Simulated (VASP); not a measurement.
# Ru (Fd-3m) in VASP: further runs

Runs on Ru. Level: PBE. Tasks: single point, relaxation of cell and atoms.

Program: VASP 6.6.1. These are calculated values, not measurements. Logs are shortened: lines on timing, memory, paths and dates and some standing lists are left out, and cuts for length are marked.

## Step 1: The cell of the first run

The structure is cubic, space group Fd-3m (No. 227). Conventional cell: a = 4.624 Å, b = 4.624 Å, c = 4.624 Å, α = 90.00°, β = 90.00°, γ = 90.00°. Within 2.7 Å of Ru (site symmetry -43m) lie 4 Ru at 2.00 Å.

This isn't the form of Ru at room conditions, which is hcp.

## Step 2: Single point, PBE

INCAR reads:

```
PREC     = Accurate       # precision mode
ENCUT    = 520            # plane-wave cutoff, eV
EDIFF    = 1E-6           # SCF threshold, eV
ISMEAR   = -1             # smearing method
SIGMA    = 0.05           # smearing width, eV
LREAL    = False          # projectors in reciprocal space
LASPH    = True           # aspherical terms in the spheres
NELM     = 60             # most SCF steps
ALGO     = Normal         # electronic algorithm
ISIF     = 2              # what is computed and relaxed
LWAVE    = False          # write WAVECAR
LCHARG   = False          # write CHGCAR
GGA      = PE             # functional
NBANDS   = 21             # bands
```

KPOINTS reads:

```
Automatic mesh
0
Gamma
  15 15 15
```

POSCAR reads:

```
Ru
1.0
    0.0000000000      2.3121864014      2.3121864014
    2.3121864014      0.0000000000      2.3121864014
    2.3121864014      2.3121864014      0.0000000000
Ru
2
Direct
   -0.1250000000     -0.1250000000     -0.1250000000
    0.1250000000      0.1250000000      0.1250000000
```

Potentials or basis: VASP PAW PBE potentials, release 64 (Ru_pv).

The run is started by

```sh
> cat potpaw_PBE.64/Ru_pv/POTCAR > POTCAR
> mpirun -np 1 vasp_std > vasp.out
```

OUTCAR:

```text
PREC = Accurate
   ENCUT = 520
   EDIFF = 1E-6
   ISMEAR = -1
   LREAL = False
   LASPH = True
   NELM = 60
   ISIF = 2
   GGA = PE

 ion  position               nearest neighbor table
   1  0.875  0.875  0.875-   2 2.00   2 2.00   2 2.00   2 2.00
   2  0.125  0.125  0.125-   1 2.00   1 2.00   1 2.00   1 2.00

  LATTYP: Found a face centered cubic cell.
 ALAT       =     4.6243728028

  Lattice vectors:

 A1 = (   0.0000000000,   2.3121864014,   2.3121864014)
 A2 = (   2.3121864014,   0.0000000000,   2.3121864014)
 A3 = (   2.3121864014,   2.3121864014,   0.0000000000)

Analysis of symmetry for initial positions (statically):
=====================================================================
 Subroutine PRICEL returns:
 Original cell was already a primitive cell.

 Routine SETGRP: Setting up the symmetry group for a
 face centered cubic supercell.

 Subroutine GETGRP returns: Found 48 space group operations
 (whereof 12 operations were pure point group operations)
 out of a pool of 48 trial point group operations.

The static configuration has the point symmetry D_3d.
 The point group associated with its full space group is O_h .

Analysis of symmetry for dynamics (positions and initial velocities):
=====================================================================
 Subroutine PRICEL returns:
 Original cell was already a primitive cell.

 Routine SETGRP: Setting up the symmetry group for a
 face centered cubic supercell.

 Subroutine GETGRP returns: Found 48 space group operations
 (whereof 12 operations were pure point group operations)
 out of a pool of 48 trial point group operations.

The dynamic configuration has the point symmetry D_3d.
 The point group associated with its full space group is O_h .

 Subroutine INISYM returns: Found 48 space group operations
 (whereof 12 operations are pure point group operations),
 and found     1 'primitive' translations

----------------------------------------------------------------------------------------

                                     Primitive cell

  volume of cell :      24.7228

  direct lattice vectors                    reciprocal lattice vectors
     0.000000000  2.312186401  2.312186401    -0.216245541  0.216245541  0.216245541
     2.312186401  0.000000000  2.312186401     0.216245541 -0.216245541  0.216245541
     2.312186401  2.312186401  0.000000000     0.216245541  0.216245541 -0.216245541

  length of vectors
     3.269925368  3.269925368  3.269925368     0.374548264  0.374548264  0.374548264

  position of ions in fractional coordinates (direct lattice)
     0.875000000  0.875000000  0.875000000
     0.125000000  0.125000000  0.125000000

  ion indices of the primitive-cell ions
   primitive index   ion index
                 1           1
                 2           2

----------------------------------------------------------------------------------------

 KPOINTS: Automatic mesh

Automatic generation of k-mesh.
 Grid dimensions read from file:
 generate k-points for:   15   15   15

 Generating k-lattice:

  Cartesian coordinates                     Fractional coordinates (reciprocal lattice)
    -0.014416369  0.014416369  0.014416369     0.066666667  0.000000000  0.000000000
     0.014416369 -0.014416369  0.014416369     0.000000000  0.066666667  0.000000000
     0.014416369  0.014416369 -0.014416369     0.000000000  0.000000000  0.066666667

  Length of vectors
     0.024969884  0.024969884  0.024969884

  Shift w.r.t. Gamma in fractional coordinates (k-lattice)
     0.000000000  0.000000000  0.000000000

 Subroutine IBZKPT returns following result:
 ===========================================

 Found    120 irreducible k-points:

 Following reciprocal coordinates:
            Coordinates               Weight
  0.000000  0.000000  0.000000      1.000000
  0.066667  0.000000  0.000000      8.000000
  0.133333  0.000000  0.000000      8.000000
  0.200000  0.000000  0.000000      8.000000
  0.266667  0.000000  0.000000      8.000000
  0.333333  0.000000  0.000000      8.000000
[... 16 lines left out ...]
  0.133333  0.133333  0.000000      6.000000
  0.200000  0.133333  0.000000     24.000000
 [... further k-points ...]
   k-points           NKPTS =    120   k-points in BZ     NKDIM =    120   number of bands    NBANDS=     21
   number of dos      NEDOS =    301   number of ions     NIONS =      2
   total plane-waves  NPLWV =  13824
   dimension x,y,z NGX =    24 NGY =   24 NGZ =   24
   dimension x,y,z NGXF=    48 NGYF=   48 NGZF=   48
   ions per type =               2
   NGX,Y,Z   is equivalent  to a cutoff of  12.20, 12.20, 12.20 a.u.
   NGXF,Y,Z  is equivalent  to a cutoff of  24.40, 24.40, 24.40 a.u.
 SYSTEM =  unknown system
   PREC   = accura    normal or accurate (medium, high low for compatibility)
   ISTART =      0    job   : 0-new  1-cont  2-samecut
   ICHARG =      2    charge: 1-file 2-atom 10-const
   ISPIN  =      1    spin polarized calculation?
   LNONCOLLINEAR =      F non collinear calculations
   LSORBIT =      F    spin-orbit coupling
   LASPH  =      T    aspherical Exc in radial PAW
   ENCUT  =  520.0 eV  38.22 Ry    6.18 a.u.   6.08  6.08  6.08*2*pi/ulx,y,z
   NELM   =     60;   NELMIN=  2; NELMDL= -5     # of ELM steps
   EDIFF  = 0.1E-05   stopping-criterion for ELM
   LREAL  =      F    real-space projection
   EDIFFG = 0.1E-04   stopping-criterion for IOM
   NSW    =      0    number of steps for IOM
   IBRION =     -1    ionic relax: 0-MD 1-quasi-New 2-CG
   NFREE  =      0    steps in history (QN), initial steepest desc. (CG)
   ISIF   =      2    stress and relaxation
   ISYM   =      2    0-nonsym 1-usesym 2-fastsym
   POTIM  = 0.5000    time-step for ionic-motion
   TEBEG  =    0.0;   TEEND  =   0.0 temperature during run
   PSTRESS=    0.0 pullay stress
   NELECT =      28.0000    total number of electrons
   NUPDOWN=      -1.0000    fix difference up-down
   EMIN   =  10.00;   EMAX   =-10.00  energy-range for DOS
   EFERMI =   0.00;   METHOD = LEGACY
   ISMEAR =    -1;   SIGMA  =   0.05  broadening in eV -4-tet -1-fermi 0-gaus
   EFERMI_NEDOS =   21; number of points for ismear=-14 and -15
   IALGO  =     38    algorithm
   IMIX   =      4    mixing-type and parameters
     AMIX     =   0.40;   BMIX     =  1.00
     AMIX_MAG =   1.60;   BMIX_MAG =  1.00
  volume/ion in A,a.u.               =      12.36        83.42
  Fermi-wavevector in a.u.,A,eV,Ry     =   1.706454  3.224731 39.619979  2.911986
  Thomas-Fermi vector in A             =   2.785488
   LORBIT       =      0    0 simple, 1 ext, 2 COOP (PROOUT), +10 PAW based schemes
   GGA     = PE    functional components
   LHFCALC =     F    Hartree Fock is set to
   AEXX    =    0.0000 exact exchange contribution
   IVDW    =     0    specifies the selected vdW correction
   LEPSILON=     F    determine dielectric tensor
   LRPA    =     F    only Hartree local field effects (RPA)
 non-spin polarized calculation
  energy-cutoff  :      520.00
  volume of cell :       24.72
 maximum number of plane-waves:       680
   NGX = 13   NGY = 13   NGZ = 13

 number of electron      27.9999986 magnetization

 Free energy of the ion-electron system (eV)
  ---------------------------------------------------
  ext. energy  EPLUGINS =         0.00000000
  ---------------------------------------------------
  free energy    TOTEN  =        -7.98318740 eV

  energy without entropy =       -7.97327680  energy(sigma->0) =       -7.97823210

 E-fermi :  15.0350     XC(G=0): -14.2207

 val. band max:       15.0323617735   @ k =  -0.1333   0.2000   0.0667
 cond. band min:      15.0566596855   @ k =   0.4000   0.2667   0.0000
 fundamental gap:      0.0242979119
 Fermi energy:        15.0349828341

 k-point     1 :       0.0000    0.0000    0.0000
  band No.  band energies     occupation
      1     -30.4048      2.00000
      2     -30.4048      2.00000
      3     -30.4048      2.00000
      4     -27.4350      2.00000
      5     -27.4350      2.00000
      6     -27.4350      2.00000
[... 13 lines left out ...]
     20      28.5522      0.00000
     21      29.2747      0.00000

 k-point     2 :       0.0667    0.0000    0.0000
  band No.  band energies     occupation
      1     -30.4232      2.00000
      2     -30.4232      2.00000
      3     -30.4053      2.00000
      4     -27.4294      2.00000
      5     -27.4125      2.00000
      6     -27.4125      2.00000
[... 13 lines left out ...]
     20      27.7113      0.00000
     21      29.3341      0.00000

 k-point     3 :       0.1333    0.0000    0.0000
  band No.  band energies     occupation
      1     -30.4739      2.00000
      2     -30.4739      2.00000
      3     -30.4075      2.00000
      4     -27.4122      2.00000
      5     -27.3504      2.00000
      6     -27.3504      2.00000
[... 13 lines left out ...]
     20      26.9615      0.00000
     21      29.5199      0.00000

 k-point     4 :       0.2000    0.0000    0.0000
  band No.  band energies     occupation
      1     -30.5450      2.00000
      2     -30.5450      2.00000
      3     -30.4129      2.00000
      4     -27.3837      2.00000
      5     -27.2623      2.00000
      6     -27.2623      2.00000
[... 13 lines left out ...]
     20      26.4662      0.00000
     21      29.8573      0.00000

 k-point     5 :       0.2667    0.0000    0.0000
  band No.  band energies     occupation
      1     -30.6223      2.00000
      2     -30.6223      2.00000
      3     -30.4223      2.00000
      4     -27.3462      2.00000
      5     -27.1656      2.00000
      6     -27.1656      2.00000
[... 13 lines left out ...]
     20      25.8181      0.00000
     21      27.7878      0.00000

 k-point     6 :       0.3333    0.0000    0.0000
  band No.  band energies     occupation
      1     -30.6923      2.00000
      2     -30.6923      2.00000
      3     -30.4343      2.00000
      4     -27.3057      2.00000
      5     -27.0770      2.00000
      6     -27.0770      2.00000
[... 13 lines left out ...]
     20      25.7082      0.00000
     21      26.9786      0.00000

 k-point     7 :       0.4000    0.0000    0.0000
  band No.  band energies     occupation
      1     -30.7448      2.00000
      2     -30.7448      2.00000
      3     -30.4456      2.00000
      4     -27.2711      2.00000
      5     -27.0101      2.00000
      6     -27.0101      2.00000
[... 13 lines left out ...]
     20      25.7044      0.00000
     21      26.8401      0.00000
[... 291 lines left out ...]
      1     -30.6665      2.00000
      2     -30.5531      2.00000
      3     -30.3506      2.00000
      4     -27.4378      2.00000
      5     -27.2509      2.00000
      6     -27.1209      2.00000
[... 13 lines left out ...]
     20      26.3716      0.00000
     21      28.8143      0.00000

 k-point    21 :      -0.1333    0.0667    0.0000
  band No.  band energies     occupation
      1     -30.5733      2.00000
      2     -30.4839      2.00000
      3     -30.3663      2.00000
      4     -27.4464      2.00000
      5     -27.3370      2.00000
      6     -27.2335      2.00000
[... 13 lines left out ...]
     20      26.7386      0.00000
     21      29.3874      0.00000

 k-point    22 :      -0.0667    0.0667    0.0000
  band No.  band energies     occupation
      1     -30.4868      2.00000
      2     -30.4369      2.00000
      3     -30.3858      2.00000
      4     -27.4430      2.00000
      5     -27.3951      2.00000
      6     -27.3369      2.00000
[... 13 lines left out ...]
     20      27.2030      0.00000
     21      29.3806      0.00000

 k-point    23 :       0.1333    0.1333    0.0000
  band No.  band energies     occupation
      1     -30.5568      2.00000
      2     -30.5568      2.00000
      3     -30.2687      2.00000
      4     -27.5686      2.00000
      5     -27.2500      2.00000
      6     -27.2500      2.00000
[... 13 lines left out ...]
     20      26.6395      0.00000
     21      29.3730      0.00000

 k-point    24 :       0.2000    0.1333    0.0000
  band No.  band energies     occupation
      1     -30.6323      2.00000
      2     -30.6309      2.00000
      3     -30.2093      2.00000
      4     -27.6203      2.00000
      5     -27.1583      2.00000
      6     -27.1576      2.00000
[... 13 lines left out ...]
     20      26.3630      0.00000
     21      29.0796      0.00000

 [... further k-points ...]

------------------------ aborting loop because EDIFF is reached ----------------------------------------

  FORCE on cell =-STRESS in cart. coord.  units (eV):
  Direction    XX          YY          ZZ          XY          YZ          ZX
  --------------------------------------------------------------------------------------
  -------------------------------------------------------------------------------------
  Total       39.7187109     39.7187109     39.7187109     -0.0000000     -0.0000000      0.0000000
  in kB     2573.9920621   2573.9920621   2573.9920621     -0.0000000     -0.0000000      0.0000000
  external PRESSURE =    2573.9920621 kB  Pullay stress =       0.0000000 kB

 VOLUME and BASIS-vectors are now :
 -----------------------------------------------------------------------------
  energy-cutoff  :      520.00
  volume of cell :       24.72
      direct lattice vectors                 reciprocal lattice vectors
     0.000000000  2.312186401  2.312186401    -0.216245541  0.216245541  0.216245541
     2.312186401  0.000000000  2.312186401     0.216245541 -0.216245541  0.216245541
     2.312186401  2.312186401  0.000000000     0.216245541  0.216245541 -0.216245541

 POSITION                                       TOTAL-FORCE (eV/Angst)
 -----------------------------------------------------------------------------------
      4.04633      4.04633      4.04633         0.000000      0.000000      0.000000
      0.57805      0.57805      0.57805        -0.000000     -0.000000     -0.000000
 -----------------------------------------------------------------------------------
    total drift:                                0.000000      0.000000      0.000000

  FREE ENERGIE OF THE ION-ELECTRON SYSTEM (eV)
  ---------------------------------------------------
  free  energy   TOTEN  =        -7.9831874004 eV

  energy  without entropy=       -7.9732767991  energy(sigma->0) =       -7.97823210
```

Run time: 70 s. Hardware: 1 thread of Intel Xeon 8259CL, shared host; peak memory 0.17 GiB.

What came out:

```
Free energy            : -7.9832 eV
Pressure               : 257.4 GPa
Band gap on the k mesh : zero (bands 14 and 15 overlap by 1.50 eV)
```

Caveat: atoms lie so close that the PAW spheres overlap strongly, which falsifies energies and pressures; the cell stands under pressure.

(Continued in part 2 of 2.)

The gap in the log of VASP goes by the Fermi energy; the results here count the filled bands.